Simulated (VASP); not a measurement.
# Sc (P6_3/mmc) in VASP: notebook

The runs below take Sc through single point, with PBEsol.

Program: VASP 6.6.1. These are calculated values, not measurements. Logs are shortened: lines on timing, memory, paths and dates and some standing lists are left out, and cuts for length are marked.

## 1. The cell of the first run

It takes space group P6_3/mmc (No. 194, hexagonal). Conventional cell: a = 3.077 Å, b = 3.077 Å, c = 4.763 Å, α = 90.00°, β = 90.00°, γ = 120.00°. Within 3.9 Å of Sc (site symmetry -6m2) lie 12 Sc at 2.97 to 3.08 Å.

## 2. Single point, PBEsol

File INCAR:

```
  PREC = Accurate
  ENCUT = 520
  EDIFF = 1E-6
  ISMEAR = -1
  SIGMA = 0.1
  LREAL = F
  LASPH = T
  NELM = 60
  ALGO = Normal
  ISIF = 2
  LWAVE = F
  LCHARG = T
  GGA = PS
  LELF = T
  LVHAR = T
  NBANDS = 18
```

File KPOINTS:

```
regular mesh
0
Gamma
  16 16 10
```

File POSCAR:

```
Sc
1.0
    3.0769006951      0.0000000000      0.0000000000
   -1.5384503476      2.6646741669      0.0000000000
    0.0000000000      0.0000000000      4.7629042125
Sc
2
Direct
    0.3333333333      0.6666666667      0.2500000000
    0.6666666667      0.3333333333      0.7500000000
```

Potentials or basis: VASP PAW PBE potentials, release 64 (Sc_sv).

Run with:

```console
> cat potpaw_PBE.64/Sc_sv/POTCAR > POTCAR
> mpirun -np 1 vasp_std > vasp.out
```

OUTCAR:

```text
PREC = Accurate
   ENCUT = 520
   EDIFF = 1E-6
   ISMEAR = -1
   LREAL = F
   LASPH = T
   NELM = 60
   ISIF = 2
   GGA = PS

 ion  position               nearest neighbor table
   1  0.333  0.667  0.250-   2 2.97   2 2.97   2 2.97   2 2.97   2 2.97   2 2.97
   2  0.667  0.333  0.750-   1 2.97   1 2.97   1 2.97   1 2.97   1 2.97   1 2.97

  LATTYP: Found a hexagonal cell.
 ALAT       =     3.0769006951
 C/A-ratio  =     1.5479551290

  Lattice vectors:

 A1 = (   3.0769006951,   0.0000000000,   0.0000000000)
 A2 = (  -1.5384503476,   2.6646741669,   0.0000000000)
 A3 = (   0.0000000000,   0.0000000000,   4.7629042125)

Analysis of symmetry for initial positions (statically):
=====================================================================
 Subroutine PRICEL returns:
 Original cell was already a primitive cell.

 Routine SETGRP: Setting up the symmetry group for a
 hexagonal supercell.

 Subroutine GETGRP returns: Found 24 space group operations
 (whereof 12 operations were pure point group operations)
 out of a pool of 24 trial point group operations.

The static configuration has the point symmetry D_3d.
 The point group associated with its full space group is D_6h.

Analysis of symmetry for dynamics (positions and initial velocities):
=====================================================================
 Subroutine PRICEL returns:
 Original cell was already a primitive cell.

 Routine SETGRP: Setting up the symmetry group for a
 hexagonal supercell.

 Subroutine GETGRP returns: Found 24 space group operations
 (whereof 12 operations were pure point group operations)
 out of a pool of 24 trial point group operations.

The dynamic configuration has the point symmetry D_3d.
 The point group associated with its full space group is D_6h.

 Subroutine INISYM returns: Found 24 space group operations
 (whereof 12 operations are pure point group operations),
 and found     1 'primitive' translations

----------------------------------------------------------------------------------------

                                     Primitive cell

  volume of cell :      39.0508

  direct lattice vectors                    reciprocal lattice vectors
     3.076900695  0.000000000  0.000000000     0.325002364  0.187640202  0.000000000
    -1.538450348  2.664674167  0.000000000     0.000000000  0.375280405  0.000000000
     0.000000000  0.000000000  4.762904212     0.000000000  0.000000000  0.209955933

  length of vectors
     3.076900695  3.076900695  4.762904212     0.375280405  0.375280405  0.209955933

  position of ions in fractional coordinates (direct lattice)
     0.333333333  0.666666667  0.250000000
     0.666666667  0.333333333  0.750000000

  ion indices of the primitive-cell ions
   primitive index   ion index
                 1           1
                 2           2

----------------------------------------------------------------------------------------

 KPOINTS: regular mesh

Automatic generation of k-mesh.
 Grid dimensions read from file:
 generate k-points for:   16   16   10

 Generating k-lattice:

  Cartesian coordinates                     Fractional coordinates (reciprocal lattice)
     0.020312648  0.011727513  0.000000000     0.062500000 -0.000000000  0.000000000
     0.000000000  0.023455025  0.000000000     0.000000000  0.062500000  0.000000000
     0.000000000  0.000000000  0.020995593     0.000000000  0.000000000  0.100000000

  Length of vectors
     0.023455025  0.023455025  0.020995593

  Shift w.r.t. Gamma in fractional coordinates (k-lattice)
     0.000000000  0.000000000  0.000000000

 Subroutine IBZKPT returns following result:
 ===========================================

 Found    180 irreducible k-points:

 Following reciprocal coordinates:
            Coordinates               Weight
  0.000000  0.000000  0.000000      1.000000
  0.062500 -0.000000  0.000000      6.000000
  0.125000 -0.000000  0.000000      6.000000
  0.187500  0.000000  0.000000      6.000000
  0.250000 -0.000000  0.000000      6.000000
  0.312500  0.000000  0.000000      6.000000
[... 16 lines left out ...]
  0.187500  0.187500  0.000000      6.000000
  0.250000  0.187500  0.000000     12.000000
 [... further k-points ...]
   k-points           NKPTS =    180   k-points in BZ     NKDIM =    180   number of bands    NBANDS=     18
   number of dos      NEDOS =    301   number of ions     NIONS =      2
   total plane-waves  NPLWV =  20736
   dimension x,y,z NGX =    24 NGY =   24 NGZ =   36
   dimension x,y,z NGXF=    48 NGYF=   48 NGZF=   72
   ions per type =               2
   NGX,Y,Z   is equivalent  to a cutoff of  12.97, 12.97, 12.57 a.u.
   NGXF,Y,Z  is equivalent  to a cutoff of  25.93, 25.93, 25.13 a.u.
 SYSTEM =  unknown system
   PREC   = accura    normal or accurate (medium, high low for compatibility)
   ISTART =      0    job   : 0-new  1-cont  2-samecut
   ICHARG =      2    charge: 1-file 2-atom 10-const
   ISPIN  =      1    spin polarized calculation?
   LNONCOLLINEAR =      F non collinear calculations
   LSORBIT =      F    spin-orbit coupling
   LASPH  =      T    aspherical Exc in radial PAW
   ENCUT  =  520.0 eV  38.22 Ry    6.18 a.u.   5.72  5.72  8.86*2*pi/ulx,y,z
   NELM   =     60;   NELMIN=  2; NELMDL= -5     # of ELM steps
   EDIFF  = 0.1E-05   stopping-criterion for ELM
   LREAL  =      F    real-space projection
   EDIFFG = 0.1E-04   stopping-criterion for IOM
   NSW    =      0    number of steps for IOM
   IBRION =     -1    ionic relax: 0-MD 1-quasi-New 2-CG
   NFREE  =      0    steps in history (QN), initial steepest desc. (CG)
   ISIF   =      2    stress and relaxation
   ISYM   =      2    0-nonsym 1-usesym 2-fastsym
   POTIM  = 0.5000    time-step for ionic-motion
   TEBEG  =    0.0;   TEEND  =   0.0 temperature during run
   PSTRESS=    0.0 pullay stress
   NELECT =      22.0000    total number of electrons
   NUPDOWN=      -1.0000    fix difference up-down
   EMIN   =  10.00;   EMAX   =-10.00  energy-range for DOS
   EFERMI =   0.00;   METHOD = LEGACY
   ISMEAR =    -1;   SIGMA  =   0.10  broadening in eV -4-tet -1-fermi 0-gaus
   EFERMI_NEDOS =   21; number of points for ismear=-14 and -15
   IALGO  =     38    algorithm
   IMIX   =      4    mixing-type and parameters
     AMIX     =   0.40;   BMIX     =  1.00
     AMIX_MAG =   1.60;   BMIX_MAG =  1.00
  volume/ion in A,a.u.               =      19.53       131.76
  Fermi-wavevector in a.u.,A,eV,Ry     =   1.352091  2.555081 24.873491  1.828150
  Thomas-Fermi vector in A             =   2.479459
   LORBIT       =      0    0 simple, 1 ext, 2 COOP (PROOUT), +10 PAW based schemes
   GGA     = PS    functional components
   LHFCALC =     F    Hartree Fock is set to
   AEXX    =    0.0000 exact exchange contribution
   IVDW    =     0    specifies the selected vdW correction
   LEPSILON=     F    determine dielectric tensor
   LRPA    =     F    only Hartree local field effects (RPA)
 non-spin polarized calculation
  energy-cutoff  :      520.00
  volume of cell :       39.05
 maximum number of plane-waves:      1085
 NGX is ok and might be reduce to    24
   NGX = 11   NGY = 11   NGZ = 17

 number of electron      22.0000001 magnetization

 Free energy of the ion-electron system (eV)
  ---------------------------------------------------
  ext. energy  EPLUGINS =         0.00000000
  ---------------------------------------------------
  free energy    TOTEN  =       -12.92462472 eV

  energy without entropy =      -12.82119201  energy(sigma->0) =      -12.87290836

 E-fermi :   5.0406     XC(G=0): -10.9884

 val. band max:        5.0392352324   @ k =   0.2500   0.0625   0.4000
 cond. band min:       5.0409050039   @ k =   0.3750   0.0625   0.2000
 fundamental gap:      0.0016697715
 Fermi energy:         5.0406430646

 k-point     1 :       0.0000    0.0000    0.0000
  band No.  band energies     occupation
      1     -43.5988      2.00000
      2     -43.4051      2.00000
      3     -22.7982      2.00000
      4     -22.0405      2.00000
      5     -22.0405      2.00000
      6     -21.9001      2.00000
[... 10 lines left out ...]
     17       7.8480      0.00000
     18       7.8480      0.00000

 k-point     2 :       0.0625   -0.0000    0.0000
  band No.  band energies     occupation
      1     -43.5939      2.00000
      2     -43.4035      2.00000
      3     -22.7870      2.00000
      4     -22.0621      2.00000
      5     -22.0481      2.00000
      6     -21.9230      2.00000
[... 10 lines left out ...]
     17       7.7540      0.00000
     18       7.7732      0.00000

 k-point     3 :       0.1250   -0.0000    0.0000
  band No.  band energies     occupation
      1     -43.5798      2.00000
      2     -43.3991      2.00000
      3     -22.7544      2.00000
      4     -22.1240      2.00000
      5     -22.0690      2.00000
      6     -21.9870      2.00000
[... 10 lines left out ...]
     17       7.7317      0.00000
     18       7.8137      0.00000

 k-point     4 :       0.1875    0.0000    0.0000
  band No.  band energies     occupation
      1     -43.5580      2.00000
      2     -43.3930      2.00000
      3     -22.7030      2.00000
      4     -22.2174      2.00000
      5     -22.0993      2.00000
      6     -22.0800      2.00000
[... 10 lines left out ...]
     17       8.0520      0.00000
     18       8.1566      0.00000

 k-point     5 :       0.2500   -0.0000    0.0000
  band No.  band energies     occupation
      1     -43.5312      2.00000
      2     -43.3868      2.00000
      3     -22.6367      2.00000
      4     -22.3285      2.00000
      5     -22.1854      2.00000
      6     -22.1337      2.00000
[... 10 lines left out ...]
     17       8.4422      0.00000
     18       8.5936      0.00000

 k-point     6 :       0.3125    0.0000    0.0000
  band No.  band energies     occupation
      1     -43.5024      2.00000
      2     -43.3825      2.00000
      3     -22.5616      2.00000
      4     -22.4401      2.00000
      5     -22.2870      2.00000
      6     -22.1669      2.00000
[... 10 lines left out ...]
     17       8.9240      0.00000
     18       9.0784      0.00000

 k-point     7 :       0.3750    0.0000    0.0000
  band No.  band energies     occupation
      1     -43.4756      2.00000
      2     -43.3812      2.00000
      3     -22.5348      2.00000
      4     -22.4858      2.00000
      5     -22.3705      2.00000
      6     -22.1944      2.00000
[... 10 lines left out ...]
     17       9.5202      0.00000
     18       9.5557      0.00000

 k-point     8 :       0.4375    0.0000    0.0000
  band No.  band energies     occupation
      1     -43.4551      2.00000
      2     -43.3827      2.00000
      3     -22.5979      2.00000
      4     -22.4251      2.00000
      5     -22.4230      2.00000
      6     -22.2124      2.00000
[... 10 lines left out ...]
     17       9.9613      0.00000
     18      10.2383      0.00000
[... 229 lines left out ...]
     17       8.9990      0.00000
     18       9.5401      0.00000

 k-point    20 :       0.3125    0.1250    0.0000
  band No.  band energies     occupation
      1     -43.4674      2.00000
      2     -43.3813      2.00000
      3     -22.5169      2.00000
      4     -22.4619      2.00000
      5     -22.3824      2.00000
      6     -22.2162      2.00000
[... 10 lines left out ...]
     17       9.5077      0.00000
     18      10.1216      0.00000

 k-point    21 :       0.3750    0.1250    0.0000
  band No.  band energies     occupation
      1     -43.4474      2.00000
      2     -43.3839      2.00000
      3     -22.5751      2.00000
      4     -22.4120      2.00000
      5     -22.3985      2.00000
      6     -22.2507      2.00000
[... 10 lines left out ...]
     17       9.8317      0.00000
     18      10.1835      0.00000

 k-point    22 :       0.4375    0.1250    0.0000
  band No.  band energies     occupation
      1     -43.4393      2.00000
      2     -43.3859      2.00000
      3     -22.5954      2.00000
      4     -22.4222      2.00000
      5     -22.3708      2.00000
      6     -22.2629      2.00000
[... 10 lines left out ...]
     17       9.9014      0.00000
     18      10.1831      0.00000

 k-point    23 :       0.1875    0.1875    0.0000
  band No.  band energies     occupation
      1     -43.4956      2.00000
      2     -43.3817      2.00000
      3     -22.5432      2.00000
      4     -22.3790      2.00000
      5     -22.3670      2.00000
      6     -22.1490      2.00000
[... 10 lines left out ...]
     17       8.9773      0.00000
     18       9.5364      0.00000

 k-point    24 :       0.2500    0.1875    0.0000
  band No.  band energies     occupation
      1     -43.4702      2.00000
      2     -43.3811      2.00000
      3     -22.4706      2.00000
      4     -22.4646      2.00000
      5     -22.3968      2.00000
      6     -22.2023      2.00000
[... 10 lines left out ...]
     17       9.4963      0.00000
     18      10.0920      0.00000

 [... further k-points ...]

------------------------ aborting loop because EDIFF is reached ----------------------------------------

  FORCE on cell =-STRESS in cart. coord.  units (eV):
  Direction    XX          YY          ZZ          XY          YZ          ZX
  --------------------------------------------------------------------------------------
  -------------------------------------------------------------------------------------
  Total        3.6683410      3.6683410      3.6637749     -0.0000000      0.0000000     -0.0000000
  in kB      150.5049696    150.5049696    150.3176318     -0.0000000      0.0000000     -0.0000000
  external PRESSURE =     150.4425237 kB  Pullay stress =       0.0000000 kB

 VOLUME and BASIS-vectors are now :
 -----------------------------------------------------------------------------
  energy-cutoff  :      520.00
  volume of cell :       39.05
      direct lattice vectors                 reciprocal lattice vectors
     3.076900695  0.000000000  0.000000000     0.325002364  0.187640202  0.000000000
    -1.538450348  2.664674167  0.000000000     0.000000000  0.375280405  0.000000000
     0.000000000  0.000000000  4.762904212     0.000000000  0.000000000  0.209955933

 POSITION                                       TOTAL-FORCE (eV/Angst)
 -----------------------------------------------------------------------------------
     -0.00000      1.77645      1.19073         0.000000      0.000000      0.000000
      1.53845      0.88822      3.57218        -0.000000      0.000000      0.000000
 -----------------------------------------------------------------------------------
    total drift:                                0.000000     -0.000000      0.000000

  FREE ENERGIE OF THE ION-ELECTRON SYSTEM (eV)
  ---------------------------------------------------
  free  energy   TOTEN  =       -12.9246247187 eV

  energy  without entropy=      -12.8211920054  energy(sigma->0) =      -12.87290836
```

Run time: 62 s. Hardware: 1 thread of AMD EPYC 9R45 (Zen 5), shared host; peak memory 0.2 GiB.

What came out:

```
Free energy            : -12.9246 eV
Pressure               : 15.0 GPa
Band gap on the k mesh : zero (bands 11 and 12 overlap by 2.01 eV)
```

Caveat: the cell stands under pressure; the PAW data sets were made with another functional, which shifts forces and pressure a little.

## 3. Single point, PBEsol

This run uses another cell than the first one, of 20.60 Å³/atom.

File INCAR:

```
SYSTEM = Sc
ALGO = Normal
EDIFF = 1E-7
ENCUT = 520
GGA = PS
ISIF = 2
ISMEAR = -1
LASPH = .True.
LCHARG = .False.
LREAL = .False.
LWAVE = .False.
NBANDS = 18
NELM = 80
PREC = Accurate
SIGMA = 0.1
```

File KPOINTS:

```
k-points
0
Gamma
  16 16 10
  0 0 0
```

File POSCAR:

```
Sc
1.0
    3.1313194120      0.0000000000      0.0000000000
   -1.5656597060      2.7118021581      0.0000000000
    0.0000000000      0.0000000000      4.8523394995
Sc
2
Direct
    0.3333333333      0.6666666667      0.2500000000
    0.6666666667      0.3333333333      0.7500000000
```

Potentials or basis: VASP PAW PBE potentials, release 64 (Sc_sv).

Run with:

```console
> cat potpaw_PBE.64/Sc_sv/POTCAR > POTCAR
> mpirun -np 1 vasp_std > vasp.out
```

Run time: 72 s. Hardware: 1 thread of AMD EPYC 9R45 (Zen 5), shared host; peak memory 0.2 GiB.

The run converged. Its results:

```
Free energy            : -13.0934 eV
Pressure               : 10.0 GPa
Band gap on the k mesh : zero (bands 11 and 12 overlap by 1.80 eV)
```

Levels at points of the mesh, in eV from the Fermi level:
| k point | band 9 | band 10 | band 11 | band 12 | band 13 | band 14 |
| --- | --- | --- | --- | --- | --- | --- |
| (0.00, 0.00, 0.00) | -5.42 | -1.90 | 1.18 | 1.79 | 1.79 | 2.17 |
| (0.50, 0.00, 0.00) | -1.69 | -1.33 | -0.94 | -0.17 | 1.46 | 1.60 |
| (0.00, 0.00, 0.50) | -3.64 | -3.64 | 1.11 | 1.11 | 1.68 | 1.68 |
| (0.50, 0.00, 0.50) | -1.75 | -1.75 | 0.10 | 0.10 | 1.71 | 1.71 |

Caveat: the cell stands under pressure; the PAW data sets were made with another functional, which shifts forces and pressure a little.

## 4. Single point, PBEsol

This run uses another cell than the first one, of 21.36 Å³/atom.

File INCAR:

```
PREC     = Accurate       # precision mode
ENCUT    = 520            # plane-wave cutoff, eV
EDIFF    = 1E-7           # SCF threshold, eV
ISMEAR   = -1             # smearing method
SIGMA    = 0.1            # smearing width, eV
LREAL    = False          # projectors in reciprocal space
LASPH    = True           # aspherical terms in the spheres
NELM     = 80             # most SCF steps
ALGO     = Normal         # electronic algorithm
ISIF     = 2              # what is computed and relaxed
LWAVE    = False          # write WAVECAR
LCHARG   = False          # write CHGCAR
GGA      = PS             # functional
NBANDS   = 18             # bands
```

File KPOINTS:

```
Automatic mesh
0
Gamma
  16 16 10
```

File POSCAR:

```
Sc
1.0
    3.1677535671      0.0000000000      0.0000000000
   -1.5838767836      2.7433550620      0.0000000000
    0.0000000000      0.0000000000      4.9169149316
Sc
2
Direct
    0.3333333333      0.6666666667      0.2500000000
    0.6666666667      0.3333333333      0.7500000000
```

Run with:

```console
> cat potpaw_PBE.64/Sc_sv/POTCAR > POTCAR
> mpirun -np 1 vasp_std > vasp.out
```

Wall time 65 s (1 thread of AMD EPYC 9R45 (Zen 5), shared host); peak memory 0.21 GiB.

Results (log left out):

* Free energy: -13.1753 eV
* Pressure: 7.0 GPa
* Band gap on the k mesh: zero (bands 11 and 12 overlap by 1.69 eV)

Levels at points of the mesh, in eV from the Fermi level:
```
           k point  band 7  band 8  band 9  band 10  band 11  band 12  band 13  band 14  band 15  band 16
(0.00, 0.00, 0.00)  -27.24  -27.20   -5.37    -1.85     1.04     1.76     1.76     2.10     2.32     2.32
(0.50, 0.00, 0.00)  -27.39  -27.30   -1.68    -1.26    -0.88    -0.22     1.44     1.53     2.17     4.38
(0.00, 0.00, 0.50)  -27.29  -27.29   -3.64    -3.64     1.08     1.08     1.65     1.65     1.65     1.65
(0.50, 0.00, 0.50)  -27.37  -27.37   -1.69    -1.69     0.10     0.10     1.61     1.61     2.70     2.70
```

Caveat: the cell stands under pressure; the PAW data sets were made with another functional, which shifts forces and pressure a little.

(Part 1 of 2 ends here.)
